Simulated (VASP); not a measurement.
# CoSi16 (a cell with a defect) in VASP: single point with PBE

Aim: the single point of CoSi16 (a cell with a defect) with PBE.

Program: VASP 6.6.1. These are calculated values, not measurements. Logs are shortened: lines on timing, memory, paths and dates and some standing lists are left out, and cuts for length are marked.

## 1. The cell of the first run

The cell holds a defect, 17 atoms: a = 7.679 Å, b = 7.679 Å, c = 7.679 Å, α = 60.00°, β = 60.00°, γ = 60.00°.

## 2. Single point, PBE, collinear spin, ferromagnetic start

The input, INCAR:

```
ALGO     = Normal         # electronic algorithm
EDIFF    = 1E-7           # SCF threshold, eV
ENCUT    = 520            # plane-wave cutoff, eV
GGA      = PE             # functional
ISIF     = 2              # what is computed and relaxed
ISMEAR   = -1             # smearing method
ISPIN    = 2              # spin polarisation
LASPH    = True           # aspherical terms in the spheres
LCHARG   = False          # write CHGCAR
LMAXMIX  = 4              # l up to which the mixer works
LORBIT   = 11             # projections on sites
LREAL    = Auto         
LWAVE    = False          # write WAVECAR
MAGMOM   = 0 0 0 0 0 0 0 0 0 0 0 0 0 0 0 0 1 # initial moments
NBANDS   = 54             # bands
NELM     = 150            # most SCF steps
PREC     = Accurate       # precision mode
SIGMA    = 0.05           # smearing width, eV
```

The input, KPOINTS:

```
k-points
0
Gamma
  2 2 2
```

The input, POSCAR:

```
CoSi16
1.0
    0.0000000000      5.4300000000      5.4300000000
    5.4300000000      0.0000000000      5.4300000000
    5.4300000000      5.4300000000      0.0000000000
Si Co
16 1
Direct
    0.0009914280      0.0007820857     -0.0022902025
    0.1253712973      0.1249010610      0.1249236265
    0.0009771977      0.0007768909      0.5006405595
    0.1251479705      0.1250451666      0.6249565499
   -0.0031516593      0.5012338997      0.0010399492
    0.1255236395      0.6250612278      0.1249259314
    0.0010420942      0.4977932098      0.5006488679
    0.1254882588      0.6250552581      0.6246600791
    0.5016690343     -0.0038848182      0.0012010262
    0.6252776906      0.1251642342      0.1249559626
    0.4978903359      0.0008834687      0.5006897838
    0.6252593039      0.1251472165      0.6247907158
    0.5018654621      0.5015681418      0.0012884048
    0.6258725815      0.6251615925      0.1246207462
    0.5018187501      0.5015445684      0.4955589601
    0.6253336835      0.6251570154      0.6248575508
    0.3761350314      0.3752153812      0.8744990889
```

Potentials or basis: VASP PAW PBE potentials, release 64 (Si, Co).

The run is started by

```bash
$ cat potpaw_PBE.64/Si/POTCAR potpaw_PBE.64/Co/POTCAR > POTCAR
$ mpirun -np 1 vasp_std > vasp.out
```

OUTCAR:

```text
EDIFF = 1E-7
   ENCUT = 520
   GGA = PE
   ISIF = 2
   ISMEAR = -1
   ISPIN = 2
   LASPH = True
   LORBIT = 11
   LREAL = Auto
   NELM = 150
   PREC = Accurate

 ion  position               nearest neighbor table
   1  0.001  0.001  0.998-   4 2.34   2 2.36  10 2.36   6 2.36
   2  0.125  0.125  0.125-   1 2.36   3 2.36   9 2.36   5 2.36  17 2.72
   3  0.001  0.001  0.501-   4 2.34   2 2.36  12 2.36   8 2.36
   4  0.125  0.125  0.625-  11 2.34   7 2.34   1 2.34   3 2.34
   5  0.997  0.501  0.001-  14 2.33   2 2.36   8 2.36   6 2.36  17 2.38
   6  0.126  0.625  0.125-   1 2.36   7 2.36  13 2.36   5 2.36  17 2.72
   7  0.001  0.498  0.501-   4 2.34  16 2.36   8 2.36   6 2.36
   8  0.125  0.625  0.625-   7 2.36   3 2.36  15 2.36   5 2.36  17 2.72
   9  0.502  0.996  0.001-  14 2.33   2 2.36  12 2.36  10 2.36  17 2.38
  10  0.625  0.125  0.125-   1 2.36  11 2.36  13 2.36   9 2.36  17 2.71
  11  0.498  0.001  0.501-   4 2.34  16 2.36  12 2.36  10 2.36
  12  0.625  0.125  0.625-   3 2.36  11 2.36  15 2.36   9 2.36  17 2.71
  13  0.502  0.502  0.001-  14 2.33   6 2.36  10 2.36  16 2.36  17 2.38
  14  0.626  0.625  0.125-  13 2.33  15 2.33   9 2.33   5 2.33
  15  0.502  0.502  0.496-  14 2.33   8 2.36  12 2.36  16 2.36  17 2.38
  16  0.625  0.625  0.625-   7 2.36  11 2.36  15 2.36  13 2.36  17 2.71
  17  0.376  0.375  0.874-  13 2.38  15 2.38   9 2.38   5 2.38  16 2.71  10 2.71  12 2.71   6 2.72
                             8 2.72   2 2.72

  LATTYP: Found a face centered cubic cell.
 ALAT       =    10.8600000000

  Lattice vectors:

 A1 = (   0.0000000000,   5.4300000000,   5.4300000000)
 A2 = (   5.4300000000,   0.0000000000,   5.4300000000)
 A3 = (   5.4300000000,   5.4300000000,   0.0000000000)

Analysis of symmetry for initial positions (statically):
=====================================================================
 Subroutine PRICEL returns:
 Original cell was already a primitive cell.

 Routine SETGRP: Setting up the symmetry group for a
 face centered cubic supercell.

 Subroutine GETGRP returns: Found  1 space group operations
 (whereof  1 operations were pure point group operations)
 out of a pool of 48 trial point group operations.

The static configuration has the point symmetry C_1 .

Analysis of symmetry for dynamics (positions and initial velocities):
=====================================================================
 Subroutine PRICEL returns:
 Original cell was already a primitive cell.

 Routine SETGRP: Setting up the symmetry group for a
[... 174 lines left out ...]
  ---------------------------------------------------
  ext. energy  EPLUGINS =         0.00000000
  ---------------------------------------------------
  free energy    TOTEN  =       -91.38060783 eV

  energy without entropy =      -91.34013760  energy(sigma->0) =      -91.36037271

 E-fermi :   6.5969     XC(G=0):  -9.6806

 val. band max:        6.4115080289   @ k =   0.0000   0.0000   0.0000
 cond. band min:       6.6258780796   @ k =   0.0000   0.5000   0.0000
 fundamental gap:      0.2143700506
 Fermi energy:         6.5969131845

 spin component 1

 k-point     1 :       0.0000    0.0000    0.0000
  band No.  band energies     occupation
      1      -5.8786      1.00000
      2      -3.5072      1.00000
      3      -3.5072      1.00000
      4      -3.5066      1.00000
      5      -3.4967      1.00000
      6      -1.9033      1.00000
[... 397 lines left out ...]
     47      10.4997      0.00000
     48      10.5491      0.00000
 Fermi energy:         6.5969131845

 spin component 2

 k-point     1 :       0.0000    0.0000    0.0000
  band No.  band energies     occupation
      1      -5.8556      1.00000
      2      -3.4809      1.00000
      3      -3.4768      1.00000
      4      -3.4768      1.00000
      5      -3.4762      1.00000
      6      -1.8992      1.00000
[... 397 lines left out ...]
     47      10.5240      0.00000
     48      10.5679      0.00000
 [bands above 48 left out]

------------------------ aborting loop because EDIFF is reached ----------------------------------------

  FORCE on cell =-STRESS in cart. coord.  units (eV):
  Direction    XX          YY          ZZ          XY          YZ          ZX
  --------------------------------------------------------------------------------------
  -------------------------------------------------------------------------------------
  Total        4.3649279      4.3661776      4.3679846      0.0123039     -0.0001321      0.0048076
  in kB       21.8402785     21.8465315     21.8555729      0.0615637     -0.0006611      0.0240551
  external PRESSURE =      21.8474610 kB  Pullay stress =       0.0000000 kB

 VOLUME and BASIS-vectors are now :
 -----------------------------------------------------------------------------
  energy-cutoff  :      520.00
  volume of cell :      320.21
      direct lattice vectors                 reciprocal lattice vectors
     0.000000000  5.430000000  5.430000000    -0.092081031  0.092081031  0.092081031
     5.430000000  0.000000000  5.430000000     0.092081031 -0.092081031  0.092081031
     5.430000000  5.430000000  0.000000000     0.092081031  0.092081031 -0.092081031

 POSITION                                       TOTAL-FORCE (eV/Angst)
 -----------------------------------------------------------------------------------
      5.42181      5.42295      0.00963         0.000490      0.001315     -0.000863
      1.35655      1.35910      1.35898         0.000928     -0.000464      0.000463
      2.72270      2.72378      0.00952        -0.001247     -0.000756     -0.000737
      4.07251      4.07307      1.35855        -0.000543      0.000619      0.000979
      2.72735      5.41853      8.13459        -0.000365      0.000793      0.001336
      4.07243      1.35994      4.07568        -0.000520     -0.001015     -0.000956
[... 9 lines left out ...]
      6.78758      6.78854      6.79016         0.000576     -0.000374     -0.001768
      6.78595      6.79094      4.07983         0.000438     -0.001117     -0.002990
 -----------------------------------------------------------------------------------
    total drift:                                0.002593     -0.009181     -0.014210

  FREE ENERGIE OF THE ION-ELECTRON SYSTEM (eV)
  ---------------------------------------------------
  free  energy   TOTEN  =       -91.3806078314 eV

  energy  without entropy=      -91.3401375953  energy(sigma->0) =      -91.36037271

 total charge

# of ion       s       p       d       tot
------------------------------------------
    1        0.743   0.945   0.000   1.688
    2        0.734   0.948   0.000   1.682
    3        0.743   0.945   0.000   1.688
    4        0.739   0.966   0.000   1.705
    5        0.732   0.964   0.000   1.696
    6        0.734   0.948   0.000   1.682
[... 9 lines left out ...]
   16        0.734   0.949   0.000   1.682
   17        0.380   0.401   7.531   8.311
--------------------------------------------------
tot         12.179  15.626   7.531  35.336

 magnetization (x)

# of ion       s       p       d       tot
------------------------------------------
    1       -0.000   0.010   0.000   0.009
    2        0.000   0.008   0.000   0.008
    3       -0.000   0.009   0.000   0.009
    4       -0.000   0.001   0.000   0.001
    5        0.000   0.026   0.000   0.026
    6        0.000   0.008   0.000   0.008
[... 9 lines left out ...]
   16        0.000   0.008   0.000   0.008
   17        0.002   0.002   0.917   0.921
--------------------------------------------------
tot         -0.000   0.193   0.917   1.110
```

OSZICAR:

```text
N       E                     dE             d eps       ncg     rms          rms(c)
DAV:   1     0.256373052063E+03    0.25637E+03   -0.27643E+04  1728   0.114E+03
DAV:   2    -0.655161993461E+02   -0.32189E+03   -0.30138E+03  1836   0.203E+02
DAV:   3    -0.932016241318E+02   -0.27685E+02   -0.26471E+02  2246   0.619E+01
DAV:   4    -0.941704797510E+02   -0.96886E+00   -0.96082E+00  2144   0.129E+01
[... 13 lines left out ...]
DAV:  18    -0.913806054276E+02   -0.32553E-05   -0.14890E-04  2530   0.614E-02    0.228E-02
DAV:  19    -0.913806076975E+02   -0.22700E-05   -0.13900E-05  2352   0.196E-02    0.818E-03
DAV:  20    -0.913806074538E+02    0.24371E-06   -0.41902E-06  2274   0.110E-02    0.672E-03
DAV:  21    -0.913806077808E+02   -0.32695E-06   -0.68900E-07  2288   0.571E-03    0.249E-03
DAV:  22    -0.913806078314E+02   -0.50592E-07   -0.22800E-07  1538   0.257E-03
   1 F= -.91380608E+02 E0= -.91360373E+02  d E =-.404702E-01  mag=     1.2446
```

Wall time 18 min (1 thread of Oxide Virtual Turin-like, shared host); peak memory 0.69 GiB.

What came out:

* Free energy: -91.3806 eV
* Pressure: 2.2 GPa
* Largest force: 0.005 eV/Å
* Net moment: 1.24 μB per cell
* Site moments: Si +0.01, +0.00, +0.03, -0.00; Co +0.92 μB
* Valence electrons inside the program's atomic spheres: Si 1.69, 1.68, 1.71, 1.70; Co 8.31

Forces on the atoms (eV/Å):
```
Si   0.000  0.001 -0.001
Si   0.001  0.000  0.000
Si  -0.001 -0.001 -0.001
Si  -0.001  0.001  0.001
Si   0.000  0.001  0.001
Si  -0.001 -0.001 -0.001
Si   0.001 -0.001  0.002
Si   0.001  0.000 -0.001
Si  -0.001  0.000  0.003
Si   0.000 -0.001 -0.001
Si  -0.002  0.002  0.003
Si   0.001  0.000 -0.001
Si   0.001  0.002  0.002
Si   0.001 -0.002 -0.005
Si  -0.001  0.000  0.002
Si   0.001  0.000 -0.002
Co   0.000 -0.001 -0.003
```

Caveat: the k points lie up to 0.50 Å⁻¹ apart.
